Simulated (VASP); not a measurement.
# MnO (Fm-3m) in VASP: notebook

Aim: see how the results for MnO move with the level of theory and the settings. Levels: revPBE+D4, PBEsol, PBE. Tasks: single point.

Program: VASP 6.6.1. These are calculated values, not measurements. Logs are shortened: lines on timing, memory, paths and dates and some standing lists are left out, and cuts for length are marked.

## (1) The cell of the first run

The structure is cubic, space group Fm-3m (No. 225). Conventional cell: a = 4.423 Å, b = 4.423 Å, c = 4.423 Å, α = 90.00°, β = 90.00°, γ = 90.00°. Mn (site symmetry m-3m) has 6 O at 2.21 Å within 2.9 Å. O (site symmetry m-3m) has 6 Mn at 2.21 Å within 2.9 Å.

## (2) Single point, revPBE+D4, collinear spin, ferromagnetic start

File INCAR:

```
SYSTEM = MnO
PREC = Accurate
ENCUT = 520
EDIFF = 1E-6
ISMEAR = -1
SIGMA = 0.05
LREAL = .False.
LASPH = .True.
NELM = 150
ALGO = Normal
ISIF = 2
LWAVE = .False.
LCHARG = .False.
ISPIN = 2
MAGMOM = 4 0
LORBIT = 11
LMAXMIX = 4
GGA = RE
IVDW = 13
NBANDS = 20
```

File KPOINTS:

```
regular mesh
0
Gamma
  10 10 10
  0 0 0
```

File POSCAR:

```
MnO
1.0
    0.0000000000      2.2114902184      2.2114902184
    2.2114902184      0.0000000000      2.2114902184
    2.2114902184      2.2114902184      0.0000000000
Mn O
1 1
Direct
    0.0000000000      0.0000000000      0.0000000000
    0.5000000000      0.5000000000      0.5000000000
```

Potentials or basis: VASP PAW PBE potentials, release 64 (Mn_pv, O).

Launch:

```console
$ cat potpaw_PBE.64/Mn_pv/POTCAR potpaw_PBE.64/O/POTCAR > POTCAR
$ mpirun -np 1 vasp_std > vasp.out
```

OUTCAR:

```text
SYSTEM = MnO
   PREC = Accurate
   ENCUT = 520
   EDIFF = 1E-6
   ISMEAR = -1
   LREAL = .False.
   LASPH = .True.
   NELM = 150
   ISIF = 2
   ISPIN = 2
   LORBIT = 11
   GGA = RE
   IVDW = 13

 ion  position               nearest neighbor table
   1  0.000  0.000  0.000-   2 2.21   2 2.21   2 2.21   2 2.21   2 2.21   2 2.21
   2  0.500  0.500  0.500-   1 2.21   1 2.21   1 2.21   1 2.21   1 2.21   1 2.21

  LATTYP: Found a face centered cubic cell.
 ALAT       =     4.4229804368

  Lattice vectors:

 A1 = (   0.0000000000,   2.2114902184,   2.2114902184)
 A2 = (   2.2114902184,   0.0000000000,   2.2114902184)
 A3 = (   2.2114902184,   2.2114902184,   0.0000000000)

Analysis of symmetry for initial positions (statically):
=====================================================================
 Subroutine PRICEL returns:
 Original cell was already a primitive cell.

 Routine SETGRP: Setting up the symmetry group for a
 face centered cubic supercell.

 Subroutine GETGRP returns: Found 48 space group operations
 (whereof 48 operations were pure point group operations)
 out of a pool of 48 trial point group operations.

The static configuration has the point symmetry O_h .

Analysis of symmetry for dynamics (positions and initial velocities):
=====================================================================
 Subroutine PRICEL returns:
 Original cell was already a primitive cell.

 Routine SETGRP: Setting up the symmetry group for a
 face centered cubic supercell.

 Subroutine GETGRP returns: Found 48 space group operations
 (whereof 48 operations were pure point group operations)
 out of a pool of 48 trial point group operations.

The dynamic configuration has the point symmetry O_h .

Analysis of structural, dynamic, and magnetic symmetry:
=====================================================================
 Subroutine PRICEL returns:
 Original cell was already a primitive cell.

 Routine SETGRP: Setting up the symmetry group for a
 face centered cubic supercell.

 Subroutine GETGRP returns: Found 48 space group operations
 (whereof 48 operations were pure point group operations)
 out of a pool of 48 trial point group operations.

The overall configuration has the point symmetry O_h .

 Subroutine INISYM returns: Found 48 space group operations
 (whereof 48 operations are pure point group operations),
 and found     1 'primitive' translations

----------------------------------------------------------------------------------------

                                     Primitive cell

[... 113 lines left out ...]
  Thomas-Fermi vector in A             =   2.669948
   LORBIT       =     11    0 simple, 1 ext, 2 COOP (PROOUT), +10 PAW based schemes
   GGA     = RE    functional components
   LHFCALC =     F    Hartree Fock is set to
   AEXX    =    0.0000 exact exchange contribution
   IVDW    =    13    specifies the selected vdW correction
   LEPSILON=     F    determine dielectric tensor
   LRPA    =     F    only Hartree local field effects (RPA)
 spin polarized calculation
  energy-cutoff  :      520.00
  volume of cell :       21.63
 maximum number of plane-waves:       594
   NGX = 11   NGY = 11   NGZ = 11

 number of electron      18.9999995 magnetization       4.7958227

 Free energy of the ion-electron system (eV)
  ---------------------------------------------------
  ext. energy  EPLUGINS =         0.00000000
  ---------------------------------------------------
  free energy    TOTEN  =       -15.78796409 eV

  energy without entropy =      -15.78120453  energy(sigma->0) =      -15.78458431

 E-fermi :   7.8792     XC(G=0): -11.7881

 val. band max:        7.8642739490   @ k =   0.5000   0.1000   0.0000
 cond. band min:       7.8845699580   @ k =   0.4000   0.0000   0.0000
 fundamental gap:      0.0202960090
 Fermi energy:         7.8792254808

 spin component 1

 k-point     1 :       0.0000    0.0000    0.0000
  band No.  band energies     occupation
      1     -42.5871      1.00000
      2     -42.5871      1.00000
      3     -42.5871      1.00000
      4     -12.5963      1.00000
      5       4.0561      1.00000
      6       4.0561      1.00000
[... 541 lines left out ...]
     19      32.8595      0.00000
     20      34.5583      0.00000

 [... further k-points ...]

 spin component 2

 k-point     1 :       0.0000    0.0000    0.0000
  band No.  band energies     occupation
      1     -37.8670      1.00000
      2     -37.8670      1.00000
      3     -37.8670      1.00000
      4     -12.1467      1.00000
      5       4.4450      1.00000
      6       4.4450      1.00000
[... 541 lines left out ...]
     19      33.9086      0.00000
     20      35.6440      0.00000

 [... further k-points ...]

------------------------ aborting loop because EDIFF is reached ----------------------------------------

  DFT-D4 for vdW energy calculation

  Edisp (eV):   -1.20087

  FORCE on cell =-STRESS in cart. coord.  units (eV):
  Direction    XX          YY          ZZ          XY          YZ          ZX
  --------------------------------------------------------------------------------------
  -------------------------------------------------------------------------------------
  Total       0.03668     0.03668     0.03668     0.00000     0.00000     0.00000
  in kB       2.71704     2.71704     2.71704     0.00000     0.00000     0.00000
  external pressure =        2.72 kB  Pullay stress =        0.00 kB

 VOLUME and BASIS-vectors are now :
 -----------------------------------------------------------------------------
  energy-cutoff  :      520.00
  volume of cell :       21.63
      direct lattice vectors                 reciprocal lattice vectors
     0.000000000  2.211490218  2.211490218    -0.226091889  0.226091889  0.226091889
     2.211490218  0.000000000  2.211490218     0.226091889 -0.226091889  0.226091889
     2.211490218  2.211490218  0.000000000     0.226091889  0.226091889 -0.226091889

 POSITION                                       TOTAL-FORCE (eV/Angst)
 -----------------------------------------------------------------------------------
      0.00000      0.00000      0.00000         0.000000      0.000000     -0.000000
      2.21149      2.21149      2.21149        -0.000000      0.000000      0.000000
 -----------------------------------------------------------------------------------
    total drift:                                0.000000     -0.000000     -0.000000

  FREE ENERGIE OF THE ION-ELECTRON SYSTEM (eV)
  ---------------------------------------------------
  free  energy   TOTEN  =       -16.9888365331 eV

  energy  without entropy=      -16.9820769710  energy(sigma->0) =      -16.98545675

 total charge

# of ion       s       p       d       tot
------------------------------------------
    1        0.203   6.180   4.979  11.362
    2        1.564   3.432   0.000   4.997
--------------------------------------------------
tot          1.767   9.612   4.979  16.358

 magnetization (x)

# of ion       s       p       d       tot
------------------------------------------
    1        0.034   0.028   4.294   4.355
    2        0.030   0.172   0.000   0.202
--------------------------------------------------
tot          0.064   0.200   4.294   4.558
```

Wall time 17 s (1 thread of Intel Xeon Platinum 8559C (Emerald Rapids), shared host); peak memory 0.16 GiB.

What came out:

| Item | Value |
| --- | --- |
| Free energy | -16.9888 eV |
| Pressure | 0.3 GPa |
| Net moment | 4.80 μB per cell |
| Site moments | Mn +4.36; O +0.20 μB |
| Valence electrons inside the program's atomic spheres | Mn 11.36; O 5.00 |
| Dispersion energy per atom | -0.600 eV |

Levels at points of the mesh, in eV from the Fermi level:
Spin up:
```
           k point  band 8  band 9  band 10  band 11  band 12  band 13  band 14  band 15  band 16  band 17
(0.00, 0.00, 0.00)   -3.30   -3.30    -3.30    -2.76    -2.76    -0.48    13.98    16.44    16.44    16.44
(0.50, 0.00, 0.00)   -2.38   -2.38    -1.93     0.20     0.20     3.49     7.88    11.99    11.99    18.65
(0.50, 0.50, 0.00)   -4.32   -2.32    -2.10    -2.10    -1.95     5.13     7.91    10.45    13.84    13.84
```
Spin down:
```csv
k point,band 3,band 4,band 5,band 6,band 7,band 8,band 9,band 10,band 11,band 12
"(0.00, 0.00, 0.00)",-45.75,-20.03,-3.43,-3.43,-3.43,0.79,0.79,0.79,0.94,1.42
"(0.50, 0.00, 0.00)",-45.76,-19.05,-7.47,-4.94,-4.94,2.00,2.04,2.04,3.73,3.73
"(0.50, 0.50, 0.00)",-45.78,-19.09,-6.52,-4.42,-4.42,-0.82,2.02,2.24,2.49,2.49
```

Caveat: the PAW data sets were made with another functional, which shifts forces and pressure a little; a cell with one magnetic atom can't hold antiferromagnetic order, which such compounds often take; semilocal functionals often make such compounds metallic where correlation or magnetic order opens a gap, which also shifts bond lengths; pairwise dispersion overbinds metals, which lowers pressure and volume.

[end of part 1 of 3]
